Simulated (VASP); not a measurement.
Input of a VASP 6.6.1 run:

INCAR

```
  PREC = Accurate
  ENCUT = 520
  EDIFF = 1E-6
  ISMEAR = -1
  SIGMA = 0.05
  LREAL = Auto
  LASPH = True
  NELM = 150
  ALGO = Normal
  ISIF = 2
  LWAVE = False
  LCHARG = False
  ISPIN = 2
  MAGMOM = 0 0 0 0 0 0 0 0 0 0 0 0 0 0 0.2 0 0 0 0 0 0 0 0 0 0.2 0 0 0 0 0 0 0 0 0 0 0 0 0 0 0 0 0.2 0 0 0 0 0 0 0 0 0 0 0 0 0 0 0 0 0 0.2 0 0 0 0.2
  LORBIT = 11
  LMAXMIX = 4
  GGA = PS
  NELECT = 261.0
  ISYM = 0
  NBANDS = 173
```

KPOINTS

```
Automatic mesh
0
Gamma
  1 1 1
  0.25 0.25 0.25
```

POSCAR

```
HfC63
1.0
    7.1076060000      0.0000000000      0.0000000000
    0.0000000000      7.1076060000      0.0000000000
    0.0000000000      0.0000000000      7.1076060000
C Hf
63 1
Direct
    0.0008860000      0.0006820000      0.9999880000
    0.9986610000      0.9989920000      0.5002280000
    0.0001840000      0.5020990000      0.9992850000
    0.0005180000      0.5019150000      0.5008080000
    0.5011300000      0.9989840000      0.9977600000
    0.5013830000      0.0002290000      0.5004700000
    0.5017210000      0.5019090000      0.9996020000
    0.1272470000      0.1260970000      0.1263400000
    0.1203380000      0.1201230000      0.6280540000
    0.1233970000      0.6272930000      0.1224910000
    0.1245020000      0.6267810000      0.6256910000
    0.6289710000      0.1201150000      0.1194230000
    0.6249850000      0.1259570000      0.6240690000
    0.6265990000      0.6267700000      0.1235930000
    0.6337110000      0.6332860000      0.6328100000
    0.2504100000      0.2501880000      0.0029450000
    0.2416960000      0.2435030000      0.5075650000
    0.2505290000      0.7523090000      0.9997060000
    0.2448380000      0.7596900000      0.4995060000
    0.7526810000      0.2496970000      0.9978410000
    0.7593400000      0.2463700000      0.4982840000
    0.7508150000      0.7510070000      0.9983560000
    0.7509310000      0.7508760000      0.4999640000
    0.3788360000      0.3774280000      0.1238400000
    0.3388920000      0.3461280000      0.6724610000
    0.3771700000      0.8807900000      0.1209280000
    0.3752270000      0.8769130000      0.6260720000
    0.8828170000      0.3757220000      0.1193880000
    0.8772830000      0.3760740000      0.6259340000
    0.8763860000      0.8751500000      0.1243050000
    0.8751450000      0.8758050000      0.6239690000
    0.2508370000      0.0026510000      0.2499250000
    0.2497220000      0.9988740000      0.7519910000
    0.2465910000      0.5071220000      0.2456860000
    0.2421260000      0.5023150000      0.7603860000
    0.7528950000      0.9988700000      0.2488140000
    0.7500010000      0.0001160000      0.7490940000
    0.7612890000      0.5023190000      0.2412250000
    0.7518130000      0.5016670000      0.7509050000
    0.3780820000      0.1241290000      0.3771610000
    0.3755080000      0.1209270000      0.8806940000
    0.3538050000      0.6641390000      0.3529340000
    0.3753180000      0.6271370000      0.8768860000
    0.8816080000      0.1209210000      0.3745850000
    0.8753880000      0.1248760000      0.8744850000
    0.8777910000      0.6271370000      0.3744050000
    0.8762990000      0.6253810000      0.8753940000
    0.0038540000      0.2501910000      0.2495030000
    0.9987460000      0.2496930000      0.7517760000
    0.0006100000      0.7523100000      0.2496170000
    0.9992660000      0.7510130000      0.7499120000
    0.5084770000      0.2435010000      0.2407900000
    0.4991880000      0.2463770000      0.7584270000
    0.5004110000      0.7596680000      0.2439500000
    0.5008680000      0.7508750000      0.7500190000
    0.1247490000      0.3774360000      0.3779250000
    0.1202920000      0.3757280000      0.8819100000
    0.1218200000      0.8808050000      0.3762530000
    0.1252150000      0.8751490000      0.8754810000
    0.6733850000      0.3460770000      0.3379580000
    0.6268440000      0.3760770000      0.8763740000
    0.6269770000      0.8769070000      0.3743220000
    0.6248750000      0.8758030000      0.8742390000
    0.4702440000      0.4545290000      0.4693080000
```

Potentials or basis: VASP PAW PBE potentials, release 64 (C, Hf_pv).

Launch:

```console
$ cat potpaw_PBE.64/C/POTCAR potpaw_PBE.64/Hf_pv/POTCAR > POTCAR
$ mpirun -np 1 vasp_std > vasp.out
```

(1) Estimate the site moments.

(2) Estimate the largest force.

(3) Estimate the net moment.

Results:

(1) C +0.00, +0.01, -0.00, +0.06 (each value once); Hf +0.12 μB.

(2) 0.394 eV/Å.

(3) 0.42 μB per cell.

Caveat: the k points lie up to 0.44 Å⁻¹ apart; the cell carries a net charge on a neutralising background, which shifts energy and pressure; the PAW data sets were made with another functional, which shifts forces and pressure a little.
